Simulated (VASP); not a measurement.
# ZrTl2F (I4/mmm) in VASP: further runs

Runs on ZrTl2F. Level: PBE. Tasks: single point.

Everything below comes from runs of VASP 6.6.1. Logs are shortened: lines on timing, memory, paths and dates and some standing lists are left out, and cuts for length are marked.

## 1. The cell of the first run

The structure is tetragonal, space group I4/mmm (No. 139). The conventional cell has a = 4.984 Å, b = 4.984 Å, c = 7.520 Å, α = 90.00°, β = 90.00°, γ = 90.00°. Within 3.3 Å of Zr (site symmetry 4/mmm) lie 4 Tl at 2.49 Å. Tl (site symmetry mmm) has 2 Zr at 2.49 Å and 2 F at 2.49 Å within 3.3 Å. F (site symmetry 4/mmm) has 4 Tl at 2.49 Å within 3.3 Å.

The cell was generated, and may not be a known phase.

## 2. Single point, PBE

INCAR

```
PREC = Accurate
ENCUT = 520
EDIFF = 1E-7
ISMEAR = 0
SIGMA = 0.1
LREAL = F
LASPH = T
NELM = 60
ALGO = Normal
ISIF = 2
LWAVE = F
LCHARG = F
GGA = PE
NBANDS = 30
```

KPOINTS

```
regular mesh
0
Gamma
  6 6 6
```

POSCAR

```
ZrTl2F
1.0
   -2.4918147700      2.4918147700      3.7599231700
    2.4918147700     -2.4918147700      3.7599231700
    2.4918147700      2.4918147700     -3.7599231700
Zr Tl F
1 2 1
Direct
    0.5000000000      0.5000000000      0.0000000000
    0.5000000000      0.0000000000      0.5000000000
    0.0000000000      0.5000000000      0.5000000000
    0.0000000000      0.0000000000      0.0000000000
```

Potentials or basis: VASP PAW PBE potentials, release 64 (Zr_sv, Tl_d, F).

Launch:

```
$ cat potpaw_PBE.64/Zr_sv/POTCAR potpaw_PBE.64/Tl_d/POTCAR potpaw_PBE.64/F/POTCAR > POTCAR
$ mpirun -np 1 vasp_std > vasp.out
```

OUTCAR:

```text
PREC = Accurate
   ENCUT = 520
   EDIFF = 1E-7
   ISMEAR = 0
   LREAL = F
   LASPH = T
   NELM = 60
   ISIF = 2
   GGA = PE

 ion  position               nearest neighbor table
   1  0.500  0.500  0.000-   2 2.49   3 2.49   2 2.49   3 2.49
   2  0.500  0.000  0.500-   1 2.49   4 2.49   1 2.49   4 2.49   3 3.52   3 3.52   3 3.52   3 3.52
                             3 3.76   3 3.76
   3  0.000  0.500  0.500-   1 2.49   4 2.49   4 2.49   1 2.49   2 3.52   2 3.52   2 3.52   2 3.52
                             2 3.76   2 3.76
   4  0.000  0.000  0.000-   2 2.49   3 2.49   3 2.49   2 2.49

  LATTYP: Found a body centered tetragonal cell.
 ALAT       =     4.9836295400
 C/A-ratio  =     1.5089095768

  Lattice vectors:

 A1 = (  -2.4918147700,   2.4918147700,   3.7599231700)
 A2 = (   2.4918147700,  -2.4918147700,   3.7599231700)
 A3 = (   2.4918147700,   2.4918147700,  -3.7599231700)

Analysis of symmetry for initial positions (statically):
=====================================================================
 Subroutine PRICEL returns:
 Original cell was already a primitive cell.

 Routine SETGRP: Setting up the symmetry group for a
 body centered tetragonal supercell.

 Subroutine GETGRP returns: Found 16 space group operations
 (whereof 16 operations were pure point group operations)
 out of a pool of 16 trial point group operations.

The static configuration has the point symmetry D_4h.

Analysis of symmetry for dynamics (positions and initial velocities):
=====================================================================
 Subroutine PRICEL returns:
 Original cell was already a primitive cell.

 Routine SETGRP: Setting up the symmetry group for a
 body centered tetragonal supercell.

 Subroutine GETGRP returns: Found 16 space group operations
 (whereof 16 operations were pure point group operations)
 out of a pool of 16 trial point group operations.

The dynamic configuration has the point symmetry D_4h.

 Subroutine INISYM returns: Found 16 space group operations
 (whereof 16 operations are pure point group operations),
 and found     1 'primitive' translations

----------------------------------------------------------------------------------------

                                     Primitive cell

  volume of cell :      93.3836

  direct lattice vectors                    reciprocal lattice vectors
    -2.491814770  2.491814770  3.759923170     0.000000000  0.200656969  0.132981441
     2.491814770 -2.491814770  3.759923170     0.200656969  0.000000000  0.132981441
     2.491814770  2.491814770 -3.759923170     0.200656969  0.200656969  0.000000000

  length of vectors
     5.153183864  5.153183864  5.153183864     0.240722419  0.240722419  0.283771807

  position of ions in fractional coordinates (direct lattice)
     0.500000000  0.500000000  0.000000000
     0.500000000  0.000000000  0.500000000
     0.000000000  0.500000000  0.500000000
     0.000000000  0.000000000  0.000000000

  ion indices of the primitive-cell ions
   primitive index   ion index
                 1           1
                 2           2
                 3           3
                 4           4

----------------------------------------------------------------------------------------

 KPOINTS: regular mesh

Automatic generation of k-mesh.
 Grid dimensions read from file:
 generate k-points for:    6    6    6

 Generating k-lattice:

  Cartesian coordinates                     Fractional coordinates (reciprocal lattice)
     0.000000000  0.033442828  0.022163573     0.166666667  0.000000000  0.000000000
     0.033442828  0.000000000  0.022163573     0.000000000  0.166666667  0.000000000
     0.033442828  0.033442828  0.000000000     0.000000000  0.000000000  0.166666667

  Length of vectors
     0.040120403  0.040120403  0.047295301

  Shift w.r.t. Gamma in fractional coordinates (k-lattice)
     0.000000000  0.000000000  0.000000000

 Subroutine IBZKPT returns following result:
 ===========================================

 Found     30 irreducible k-points:

 Following reciprocal coordinates:
            Coordinates               Weight
  0.000000  0.000000  0.000000      1.000000
  0.166667 -0.000000  0.000000      8.000000
  0.333333  0.000000  0.000000      8.000000
  0.500000  0.000000 -0.000000      4.000000
  0.166667  0.166667 -0.000000      8.000000
  0.333333  0.166667  0.000000     16.000000
[... 16 lines left out ...]
 -0.333333 -0.333333  0.166667      8.000000
 -0.166667 -0.333333  0.166667      8.000000
 [... further k-points ...]
   k-points           NKPTS =     30   k-points in BZ     NKDIM =     30   number of bands    NBANDS=     30
   number of dos      NEDOS =    301   number of ions     NIONS =      4
   total plane-waves  NPLWV =  64000
   dimension x,y,z NGX =    40 NGY =   40 NGZ =   40
   dimension x,y,z NGXF=    80 NGYF=   80 NGZF=   80
   ions per type =               1   2   1
   NGX,Y,Z   is equivalent  to a cutoff of  12.90, 12.90, 12.90 a.u.
   NGXF,Y,Z  is equivalent  to a cutoff of  25.81, 25.81, 25.81 a.u.
 SYSTEM =  unknown system
   PREC   = accura    normal or accurate (medium, high low for compatibility)
   ISTART =      0    job   : 0-new  1-cont  2-samecut
   ICHARG =      2    charge: 1-file 2-atom 10-const
   ISPIN  =      1    spin polarized calculation?
   LNONCOLLINEAR =      F non collinear calculations
   LSORBIT =      F    spin-orbit coupling
   LASPH  =      T    aspherical Exc in radial PAW
   ENCUT  =  520.0 eV  38.22 Ry    6.18 a.u.   9.58  9.58  9.58*2*pi/ulx,y,z
   NELM   =     60;   NELMIN=  2; NELMDL= -5     # of ELM steps
   EDIFF  = 0.1E-06   stopping-criterion for ELM
   LREAL  =      F    real-space projection
   EDIFFG = 0.1E-05   stopping-criterion for IOM
   NSW    =      0    number of steps for IOM
   IBRION =     -1    ionic relax: 0-MD 1-quasi-New 2-CG
   NFREE  =      0    steps in history (QN), initial steepest desc. (CG)
   ISIF   =      2    stress and relaxation
   ISYM   =      2    0-nonsym 1-usesym 2-fastsym
   POTIM  = 0.5000    time-step for ionic-motion
   TEBEG  =    0.0;   TEEND  =   0.0 temperature during run
   PSTRESS=    0.0 pullay stress
   NELECT =      45.0000    total number of electrons
   NUPDOWN=      -1.0000    fix difference up-down
   EMIN   =  10.00;   EMAX   =-10.00  energy-range for DOS
   EFERMI =   0.00;   METHOD = LEGACY
   ISMEAR =     0;   SIGMA  =   0.10  broadening in eV -4-tet -1-fermi 0-gaus
   EFERMI_NEDOS =   21; number of points for ismear=-14 and -15
   IALGO  =     38    algorithm
   IMIX   =      4    mixing-type and parameters
     AMIX     =   0.40;   BMIX     =  1.00
     AMIX_MAG =   1.60;   BMIX_MAG =  1.00
  volume/ion in A,a.u.               =      23.35       157.55
  Fermi-wavevector in a.u.,A,eV,Ry     =   1.283479  2.425424 22.413135  1.647319
  Thomas-Fermi vector in A             =   2.415730
   LORBIT       =      0    0 simple, 1 ext, 2 COOP (PROOUT), +10 PAW based schemes
   GGA     = PE    functional components
   LHFCALC =     F    Hartree Fock is set to
   AEXX    =    0.0000 exact exchange contribution
   IVDW    =     0    specifies the selected vdW correction
   LEPSILON=     F    determine dielectric tensor
   LRPA    =     F    only Hartree local field effects (RPA)
 non-spin polarized calculation
 Gauss-broadening in eV      SIGMA  =   0.10
  energy-cutoff  :      520.00
  volume of cell :       93.38
 maximum number of plane-waves:      2534
 NGX is ok and might be reduce to    40
   NGX = 19   NGY = 19   NGZ = 19

 number of electron      45.0000001 magnetization

 Free energy of the ion-electron system (eV)
  ---------------------------------------------------
  ext. energy  EPLUGINS =         0.00000000
  ---------------------------------------------------
  free energy    TOTEN  =       -11.36920736 eV

  energy without entropy =      -11.35579912  energy(sigma->0) =      -11.36250324

 E-fermi :   6.1912     XC(G=0):  -9.8778

 val. band max:        6.1852383415   @ k =   0.5000   0.5000   0.3333
 cond. band min:       6.2524520525   @ k =   0.5000   0.5000   0.0000
 fundamental gap:      0.0672137110
 Fermi energy:         6.1912358377

 k-point     1 :       0.0000    0.0000    0.0000
  band No.  band energies     occupation
      1     -42.9989      2.00000
      2     -21.2551      2.00000
      3     -21.2144      2.00000
      4     -21.2144      2.00000
      5     -16.7923      2.00000
      6      -6.2845      2.00000
[... 22 lines left out ...]
     29      12.7458      0.00000
     30      12.7458      0.00000

 k-point     2 :       0.1667   -0.0000    0.0000
  band No.  band energies     occupation
      1     -42.9973      2.00000
      2     -21.2570      2.00000
      3     -21.2533      2.00000
      4     -21.2159      2.00000
      5     -16.7827      2.00000
      6      -6.2505      2.00000
[... 22 lines left out ...]
     29      11.6841      0.00000
     30      12.9566      0.00000

 k-point     3 :       0.3333    0.0000    0.0000
  band No.  band energies     occupation
      1     -42.9941      2.00000
      2     -21.3299      2.00000
      3     -21.2606      2.00000
      4     -21.2189      2.00000
      5     -16.7635      2.00000
      6      -6.2474      2.00000
[... 22 lines left out ...]
     29      11.1376      0.00000
     30      13.3300      0.00000

 k-point     4 :       0.5000    0.0000   -0.0000
  band No.  band energies     occupation
      1     -42.9926      2.00000
      2     -21.3676      2.00000
      3     -21.2624      2.00000
      4     -21.2204      2.00000
      5     -16.7538      2.00000
      6      -6.2490      2.00000
[... 616 lines left out ...]
     29      11.8224      0.00000
     30      13.6685      0.00000

 k-point    23 :      -0.3333   -0.3333    0.1667
  band No.  band energies     occupation
      1     -42.9957      2.00000
      2     -21.2610      2.00000
      3     -21.2556      2.00000
      4     -21.2553      2.00000
      5     -16.7718      2.00000
      6      -6.1033      2.00000
[... 22 lines left out ...]
     29      11.9982      0.00000
     30      12.3969      0.00000

 k-point    24 :      -0.1667   -0.3333    0.1667
  band No.  band energies     occupation
      1     -42.9973      2.00000
      2     -21.2589      2.00000
      3     -21.2538      2.00000
      4     -21.2166      2.00000
      5     -16.7814      2.00000
      6      -6.2517      2.00000
[... 22 lines left out ...]
     29      11.7579      0.00000
     30      13.4448      0.00000

 [... further k-points ...]

------------------------ aborting loop because EDIFF is reached ----------------------------------------

  FORCE on cell =-STRESS in cart. coord.  units (eV):
  Direction    XX          YY          ZZ          XY          YZ          ZX
  --------------------------------------------------------------------------------------
  -------------------------------------------------------------------------------------
  Total       25.6313953     25.6313953     -2.7535008      0.0000000      0.0000000      0.0000000
  in kB      439.7565909    439.7565909    -47.2416788      0.0000000      0.0000000      0.0000000
  external PRESSURE =     277.4238344 kB  Pullay stress =       0.0000000 kB

 VOLUME and BASIS-vectors are now :
 -----------------------------------------------------------------------------
  energy-cutoff  :      520.00
  volume of cell :       93.38
      direct lattice vectors                 reciprocal lattice vectors
    -2.491814770  2.491814770  3.759923170     0.000000000  0.200656969  0.132981441
     2.491814770 -2.491814770  3.759923170     0.200656969  0.000000000  0.132981441
     2.491814770  2.491814770 -3.759923170     0.200656969  0.200656969  0.000000000

 POSITION                                       TOTAL-FORCE (eV/Angst)
 -----------------------------------------------------------------------------------
      0.00000      0.00000      3.75992         0.000000     -0.000000     -0.000000
      0.00000      2.49181      0.00000        -0.000000      0.000000      0.000000
      2.49181      0.00000      0.00000         0.000000      0.000000     -0.000000
      0.00000      0.00000      0.00000         0.000000      0.000000      0.000000
 -----------------------------------------------------------------------------------
    total drift:                               -0.000000     -0.000000      0.000000

  FREE ENERGIE OF THE ION-ELECTRON SYSTEM (eV)
  ---------------------------------------------------
  free  energy   TOTEN  =       -11.3692073608 eV

  energy  without entropy=      -11.3557991167  energy(sigma->0) =      -11.36250324
```

Wall time 72 s (1 thread of Intel Xeon Platinum 8488C (Sapphire Rapids), shared host); peak memory 0.28 GiB.

Results:

* Free energy: -11.3692 eV
* Pressure: 27.7 GPa
* Band gap on the k mesh: zero (an odd number of electrons rules out a gap without spin polarisation)

Levels at points of the mesh, in eV from the Fermi level:
```tsv
k point	band 19	band 20	band 21	band 22	band 23	band 24	band 25	band 26
(0.00, 0.00, 0.00)	-4.96	-4.32	0.62	0.77	0.77	1.41	1.42	2.78
(0.50, 0.00, 0.00)	-4.36	-2.78	-1.52	-0.76	0.34	1.08	1.16	1.20
(0.50, 0.50, 0.00)	-2.63	-2.48	-2.18	-1.91	-1.63	-1.25	0.06	0.74
(0.50, 0.50, 0.50)	-5.39	-4.79	-1.36	1.31	1.31	1.33	1.43	1.43
```

Caveat: the stress differs along the axes, from -5 to 44 GPa; spin-orbit coupling is left out, which moves the levels of the heavy elements.

## 3. Single point, PBE

This run uses another cell than the first one, of 24.82 Å³/atom.

INCAR

```
PREC = Accurate
ENCUT = 520
EDIFF = 1E-6
ISMEAR = 0
SIGMA = 0.1
LREAL = False
LASPH = True
NELM = 80
ALGO = Normal
ISIF = 2
LWAVE = False
LCHARG = False
GGA = PE
NBANDS = 30
```

KPOINTS is that of step 2.

POSCAR

```
ZrTl2F
1.0
   -3.0014309927      3.0014309927      2.7547486952
    3.0014309927     -3.0014309927      2.7547486952
    3.0014309927      3.0014309927     -2.7547486952
Zr Tl F
1 2 1
Direct
    0.5000000000      0.5000000000      0.0000000000
    0.5000000000      0.0000000000      0.5000000000
    0.0000000000      0.5000000000      0.5000000000
    0.0000000000      0.0000000000      0.0000000000
```

Potentials or basis: VASP PAW PBE potentials, release 64 (Zr_sv, Tl_d, F).

Launch:

```
$ cat potpaw_PBE.64/Zr_sv/POTCAR potpaw_PBE.64/Tl_d/POTCAR potpaw_PBE.64/F/POTCAR > POTCAR
$ mpirun -np 1 vasp_std > vasp.out
```

Wall time 65 s (1 thread of Intel Xeon Platinum 8488C (Sapphire Rapids), shared host); peak memory 0.29 GiB.

Results (log left out):

```
Free energy            : -15.8567 eV
Pressure               : -0.1 GPa
Band gap on the k mesh : zero (an odd number of electrons rules out a gap without spin polarisation)
```

Levels at points of the mesh, in eV from the Fermi level:
```tsv
k point	band 21	band 22	band 23	band 24	band 25	band 26
(0.00, 0.00, 0.00)	-0.47	0.31	0.31	0.32	1.17	1.56
(0.50, 0.00, 0.00)	-1.38	-0.04	0.71	0.79	1.03	1.81
(0.50, 0.50, 0.00)	-2.01	-1.77	-1.08	-0.17	0.78	1.27
(0.50, 0.50, 0.50)	-1.40	-0.57	-0.57	0.87	0.87	1.06
```

Caveat: spin-orbit coupling is left out, which moves the levels of the heavy elements.

## 4. Single point, PBE, collinear spin

This run uses another cell than the first one, of 24.82 Å³/atom.

INCAR

```
PREC = Accurate
ENCUT = 520
EDIFF = 1E-7
ISMEAR = 0
SIGMA = 0.1
LREAL = F
LASPH = T
NELM = 150
ALGO = Normal
ISIF = 2
LWAVE = F
LCHARG = T
ISPIN = 2
MAGMOM = 1 0 0 0
LORBIT = 11
LMAXMIX = 4
GGA = PE
LELF = T
LVHAR = T
NBANDS = 34
```

KPOINTS

```
regular mesh
0
Gamma
  4 4 4
```

POSCAR is that of step 3.

Launch:

```
$ cat potpaw_PBE.64/Zr_sv/POTCAR potpaw_PBE.64/Tl_d/POTCAR potpaw_PBE.64/F/POTCAR > POTCAR
$ mpirun -np 1 vasp_std > vasp.out
```

It took 94 s on 1 thread of Intel Xeon Platinum 8488C (Sapphire Rapids), shared host; peak memory 0.32 GiB.

The run converged. Its results:

```
Free energy                                           : -15.8842 eV
Pressure                                              : -0.3 GPa
Net moment                                            : 0.00 μB per cell
Valence electrons inside the program's atomic spheres : Zr 9.57; Tl 11.34; F 6.02
```

Stress tensor (GPa, compression positive):
```
 0.44  0.00  0.00
 0.00  0.44  0.00
 0.00  0.00 -1.86
```

Levels at points of the mesh, in eV from the Fermi level:
Spin up:
| k point | band 19 | band 20 | band 21 | band 22 | band 23 | band 24 | band 25 | band 26 | band 27 | band 28 |
| --- | --- | --- | --- | --- | --- | --- | --- | --- | --- | --- |
| (0.00, 0.00, 0.00) | -4.34 | -2.57 | -0.57 | 0.27 | 0.27 | 0.30 | 1.11 | 1.50 | 1.50 | 2.86 |
| (0.50, 0.00, 0.00) | -4.48 | -3.71 | -1.41 | -0.07 | 0.67 | 0.73 | 1.00 | 1.73 | 2.17 | 3.15 |
| (0.50, 0.50, 0.00) | -3.66 | -3.00 | -2.09 | -1.85 | -1.11 | -0.21 | 0.74 | 1.22 | 2.16 | 4.38 |
| (0.50, 0.50, 0.50) | -4.64 | -3.45 | -1.49 | -0.64 | -0.64 | 0.83 | 0.83 | 1.05 | 1.40 | 2.44 |
Spin down:
```
           k point  band 20  band 21  band 22  band 23  band 24  band 25  band 26  band 27
(0.00, 0.00, 0.00)    -2.57    -0.57     0.27     0.27     0.30     1.11     1.50     1.50
(0.50, 0.00, 0.00)    -3.71    -1.41    -0.07     0.67     0.73     1.00     1.73     2.17
(0.50, 0.50, 0.00)    -3.00    -2.09    -1.85    -1.11    -0.21     0.74     1.22     2.16
(0.50, 0.50, 0.50)    -3.45    -1.49    -0.64    -0.64     0.83     0.83     1.05     1.40
```

Caveat: the k points lie up to 0.39 Å⁻¹ apart; spin-orbit coupling is left out, which moves the levels of the heavy elements.

## 5. Overview

| spin | cell | k mesh | gap on the mesh (eV) | pressure (GPa) |
| --- | --- | --- | --- | --- |
| off | a = 5.153 Å, angles 122.2, 122.2, 86.3°, 4 atoms | 6 × 6 × 6 | none | 27.7 |
| off | a = 5.060 Å, angles 107.2, 107.2, 114.0°, 4 atoms | 6 × 6 × 6 | none | -0.1 |
| collinear | a = 5.060 Å, angles 107.2, 107.2, 114.0°, 4 atoms | 4 × 4 × 4 | none | -0.3 |

Alike in all rows: task single point; level PBE; potentials or basis VASP PAW PBE potentials, release 64 (Zr_sv, Tl_d, F); cutoff (eV) 520; smearing gaussian 0.1 eV.

Caveats: some runs use coarse meshes; spin-orbit coupling is left out, which moves the levels of the heavy elements; the stress differs along the axes, from -5 to 44 GPa (at least some runs).

Total energies depend on the potentials used, so only differences within one code and one set of settings carry meaning.

The gap in the log of VASP goes by the Fermi energy; the results here count the filled bands.